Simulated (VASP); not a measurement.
# RbIr (CsCl type) (Pm-3m) in VASP: further runs, part 3 of 3

VASP 6.6.1. The steps go on from the part before.

## 5. Relaxation of cell and atoms, PBE

File INCAR:

```
SYSTEM = RbIr
ALGO = Normal
EDIFF = 1E-6
EDIFFG = -0.005
ENCUT = 600
GGA = PE
IBRION = 2
ISIF = 3
ISMEAR = -1
LASPH = .TRUE.
LCHARG = .FALSE.
LREAL = .FALSE.
LWAVE = .FALSE.
NELM = 60
NSW = 32
PREC = Accurate
SIGMA = 0.05
```

File KPOINTS:

```
k-points
0
G
  9 9 9
  0 0 0
```

File POSCAR:

```
RbIr
1.0
    3.8079190921      0.0000000000      0.0000000000
    0.0000000000      3.8079190921      0.0000000000
    0.0000000000      0.0000000000      3.8079190921
Rb Ir
1 1
Direct
    0.0000000000      0.0000000000      0.0000000000
    0.5000000000      0.5000000000      0.5000000000
```

The run is started by

```
> cat potpaw_PBE.64/Rb_sv/POTCAR potpaw_PBE.64/Ir/POTCAR > POTCAR
> mpirun -np 1 vasp_std > vasp.out
```

Wall time 60 s (1 thread of Oxide Virtual Turin-like, shared host); peak memory 0.17 GiB.

Results (log left out):

```
Free energy                           : -5.8859 eV
Relaxed volume                        : 27.81 Å³/atom
Relaxed cell                          : a = 3.817 Å, b = 3.817 Å, c = 3.817 Å, α = 90.00°, β = 90.00°, γ = 90.00°
Space group after relaxing (to 0.1 Å) : Pm-3m (No. 221)
Energy gained by relaxing             : 0.1 meV/atom
Ionic steps                           : 3
Pressure after relaxing               : 0.0 GPa
Band gap on the k mesh                : zero (bands 9 and 10 overlap by 0.63 eV)
```

Step by step:
| step | energy change (eV) | largest force (eV/Å) | pressure (GPa) | volume (Å³) |
| --- | --- | --- | --- | --- |
| 1 | 0.0000 | 0.0000 | 0.12 | 55.22 |
| 2 | -0.0001 | 0.0000 | 0.07 | 55.39 |
| 3 | -0.0001 | 0.0000 | -0.03 | 55.62 |

Final structure:
```
Rb Ir
1.0
     3.81717    0.00000    0.00000
     0.00000    3.81717    0.00000
     0.00000    0.00000    3.81717
Rb Ir
1 1
Direct
  0.00000 0.00000 0.00000
  0.50000 0.50000 0.50000
```

Levels at points of the mesh, in eV from the Fermi level:
| k point | band 6 | band 7 | band 8 | band 9 | band 10 | band 11 | band 12 | band 13 |
| --- | --- | --- | --- | --- | --- | --- | --- | --- |
| (0.00, 0.00, 0.00) | -1.40 | -1.40 | -0.05 | -0.05 | -0.05 | 6.39 | 6.39 | 8.65 |

Caveat: spin-orbit coupling is left out, which moves the levels of the heavy elements.

## 6. Single point, PBE, non-collinear spin, zero start, spin-orbit coupling

File INCAR:

```
ALGO = Normal
EDIFF = 1E-6
ENCUT = 520
GGA = PE
GGA_COMPAT = F
ISIF = 2
ISMEAR = -1
LASPH = T
LCHARG = F
LMAXMIX = 4
LORBIT = 11
LORBMOM = T
LREAL = F
LSORBIT = T
LWAVE = F
MAGMOM = 0 0 0 0 0 0
NBANDS = 30
NELM = 150
PREC = Accurate
SIGMA = 0.05
```

File KPOINTS:

```
k-points
0
Gamma
  9 9 9
```

POSCAR is that of step 5.

Potentials or basis: VASP PAW PBE potentials, release 64 (Rb_sv, Ir).

The run is started by

```
> cat potpaw_PBE.64/Rb_sv/POTCAR potpaw_PBE.64/Ir/POTCAR > POTCAR
> mpirun -np 1 vasp_ncl > vasp.out
```

OUTCAR:

```text
EDIFF = 1E-6
   ENCUT = 520
   GGA = PE
   ISIF = 2
   ISMEAR = -1
   LASPH = T
   LORBIT = 11
   LREAL = F
   LSORBIT = T
   NELM = 150
   PREC = Accurate

 ion  position               nearest neighbor table
   1  0.000  0.000  0.000-   2 3.30   2 3.30   2 3.30   2 3.30   2 3.30   2 3.30   2 3.30   2 3.30

   2  0.500  0.500  0.500-   1 3.30   1 3.30   1 3.30   1 3.30   1 3.30   1 3.30   1 3.30   1 3.30

  LATTYP: Found a simple cubic cell.
 ALAT       =     3.8079190921

  Lattice vectors:

 A1 = (   3.8079190921,   0.0000000000,   0.0000000000)
 A2 = (   0.0000000000,   3.8079190921,   0.0000000000)
 A3 = (   0.0000000000,   0.0000000000,   3.8079190921)

Analysis of symmetry for initial positions (statically):
=====================================================================
 Subroutine PRICEL returns:
 Original cell was already a primitive cell.

 Routine SETGRP: Setting up the symmetry group for a
 simple cubic supercell.

 Subroutine GETGRP returns: Found 48 space group operations
 (whereof 48 operations were pure point group operations)
 out of a pool of 48 trial point group operations.

The static configuration has the point symmetry O_h .

Analysis of symmetry for dynamics (positions and initial velocities):
=====================================================================
 Subroutine PRICEL returns:
 Original cell was already a primitive cell.

 Routine SETGRP: Setting up the symmetry group for a
 simple cubic supercell.

 Subroutine GETGRP returns: Found 48 space group operations
 (whereof 48 operations were pure point group operations)
 out of a pool of 48 trial point group operations.

The dynamic configuration has the point symmetry O_h .

Analysis of structural, dynamic, and magnetic symmetry:
[... 1001 lines left out ...]
            0.000   0.000   0.000

 orbital moment (y)

 # of ion     p       d       tot
 ----------------------------------------
  1         0.000   0.000   0.000
  2         0.000  -0.000  -0.000
 ----------------------------------------
            0.000  -0.000  -0.000

 orbital moment (z)

 # of ion     p       d       tot
 ----------------------------------------
  1         0.000  -0.000  -0.000
  2         0.000   0.000   0.000
 ----------------------------------------
            0.000  -0.000  -0.000

 Spin-Orbit-Coupling matrix elements

 Ion:    1  E_soc:     -0.0631054
 l=   1
     0.0000000    -0.0104345    -0.0104345
    -0.0104345     0.0000000    -0.0104345
    -0.0104345    -0.0104345     0.0000000
 l=   2
     0.0000000    -0.0000427     0.0000000    -0.0000427    -0.0000404
    -0.0000427     0.0000000    -0.0000303    -0.0000427    -0.0000101
     0.0000000    -0.0000303     0.0000000    -0.0000303     0.0000000
    -0.0000427    -0.0000427    -0.0000303     0.0000000    -0.0000101
    -0.0000404    -0.0000101     0.0000000    -0.0000101     0.0000000
 l=   3
     0.0000000     0.0000000     0.0000000     0.0000000     0.0000000     0.0000000     0.0000000
     0.0000000     0.0000000     0.0000000     0.0000000     0.0000000     0.0000000     0.0000000
     0.0000000     0.0000000     0.0000000     0.0000000     0.0000000     0.0000000     0.0000000
     0.0000000     0.0000000     0.0000000     0.0000000     0.0000000     0.0000000     0.0000000
     0.0000000     0.0000000     0.0000000     0.0000000     0.0000000     0.0000000     0.0000000
     0.0000000     0.0000000     0.0000000     0.0000000     0.0000000     0.0000000     0.0000000
     0.0000000     0.0000000     0.0000000     0.0000000     0.0000000     0.0000000     0.0000000

 Ion:    2  E_soc:     -0.9756352
 l=   1
     0.0000000    -0.0050771    -0.0050771
    -0.0050771     0.0000000    -0.0050771
    -0.0050771    -0.0050771     0.0000000
 l=   2
     0.0000000    -0.0386267     0.0000000    -0.0386267    -0.1189020
    -0.0386267     0.0000000    -0.0891765    -0.0386267    -0.0297255
     0.0000000    -0.0891765     0.0000000    -0.0891765     0.0000000
    -0.0386267    -0.0386267    -0.0891765     0.0000000    -0.0297255
    -0.1189020    -0.0297255     0.0000000    -0.0297255     0.0000000
 l=   3
     0.0000000     0.0000000     0.0000000     0.0000000     0.0000000     0.0000000     0.0000000
     0.0000000     0.0000000     0.0000000     0.0000000     0.0000000     0.0000000     0.0000000
     0.0000000     0.0000000     0.0000000     0.0000000     0.0000000     0.0000000     0.0000000
     0.0000000     0.0000000     0.0000000     0.0000000     0.0000000     0.0000000     0.0000000
     0.0000000     0.0000000     0.0000000     0.0000000     0.0000000     0.0000000     0.0000000
     0.0000000     0.0000000     0.0000000     0.0000000     0.0000000     0.0000000     0.0000000
     0.0000000     0.0000000     0.0000000     0.0000000     0.0000000     0.0000000     0.0000000

 total charge

# of ion       s       p       d       tot
------------------------------------------
    1        1.965   5.305   0.081   7.351
    2        0.657   0.073   7.004   7.734
--------------------------------------------------
tot          2.622   5.378   7.086  15.086

 magnetization (x)

# of ion       s       p       d       tot
------------------------------------------
    1        0.000   0.000  -0.000   0.000
    2       -0.000  -0.000   0.000  -0.000
--------------------------------------------------
tot          0.000   0.000  -0.000   0.000

 magnetization (y)

# of ion       s       p       d       tot
------------------------------------------
    1        0.000  -0.000   0.000   0.000
    2       -0.000   0.000  -0.000  -0.000
--------------------------------------------------
tot          0.000  -0.000  -0.000  -0.000

 magnetization (z)

# of ion       s       p       d       tot
------------------------------------------
    1        0.000  -0.000   0.000   0.000
    2        0.000   0.000   0.000   0.000
--------------------------------------------------
tot          0.000  -0.000   0.000   0.000
```

OSZICAR:

```text
N       E                     dE             d eps       ncg     rms          rms(c)
DAV:   1     0.135221160956E+03    0.13522E+03   -0.77667E+03  2100   0.110E+03
DAV:   2     0.424322563603E+01   -0.13098E+03   -0.11685E+03  2138   0.269E+02
DAV:   3    -0.612548191659E+01   -0.10369E+02   -0.99817E+01  2996   0.775E+01
DAV:   4    -0.660571850764E+01   -0.48024E+00   -0.47527E+00  3314   0.135E+01
DAV:   5    -0.661416150288E+01   -0.84430E-02   -0.84409E-02  2826   0.143E+00    0.841E+00
DAV:   6    -0.652051983401E+01    0.93642E-01   -0.38506E-01  2584   0.550E+00    0.449E+00
DAV:   7    -0.650614007303E+01    0.14380E-01   -0.41017E-02  2896   0.186E+00    0.286E+00
DAV:   8    -0.650369402601E+01    0.24460E-02   -0.10140E-02  2578   0.798E-01    0.947E-01
DAV:   9    -0.650376930607E+01   -0.75280E-04   -0.16173E-03  3156   0.391E-01    0.115E-01
DAV:  10    -0.650367213647E+01    0.97170E-04   -0.70257E-04  2348   0.177E-01    0.426E-02
DAV:  11    -0.650368316482E+01   -0.11028E-04   -0.64823E-05  2880   0.559E-02    0.146E-02
DAV:  12    -0.650368324489E+01   -0.80070E-07   -0.47463E-06  2586   0.162E-02
   1 F= -.65036832E+01 E0= -.64811872E+01  d E =-.449921E-01  mag=     0.0000    -0.0000     0.0000
```

Run time: 61 s. Hardware: 1 thread of Oxide Virtual Turin-like, shared host; peak memory 0.26 GiB.

Results:

```yaml
Free_energy: -6.5037 eV
Pressure: 1.3 GPa
Net_moment: 0.00 μB per cell
Valence_electrons_inside_the_program's_atomic_spheres: Rb 7.35; Ir 7.73
```

Moments on the atoms (μB; x, y, z):
```
Rb  0.00 0.00 0.00
Ir  0.00 0.00 0.00
```

## 7. The runs side by side

| task | spin | cell | cutoff (eV) | gap on the mesh (eV) | pressure (GPa) |
| --- | --- | --- | --- | --- | --- |
| single point | off | a = 3.808 Å, 2 atoms | 520 | none | 0.1 |
| single point | off | a = 3.814 Å, 2 atoms | 520 | none | 0.0 |
| relaxation of cell and atoms | off | relaxed from a = 3.808 Å, 2 atoms | 600 | none | 0.0 |
| single point | non-collinear, zero start, SOC | a = 3.808 Å, 2 atoms | 520 | - | 1.3 |

Alike in all rows: level PBE; potentials or basis VASP PAW PBE potentials, release 64 (Rb_sv, Ir); k mesh 9 × 9 × 9; smearing fermi-dirac 0.05 eV.

Caveats: spin-orbit coupling is left out, which moves the levels of the heavy elements (at least some runs).

Total energies depend on the potentials used, so only differences within one code and one set of settings carry meaning.
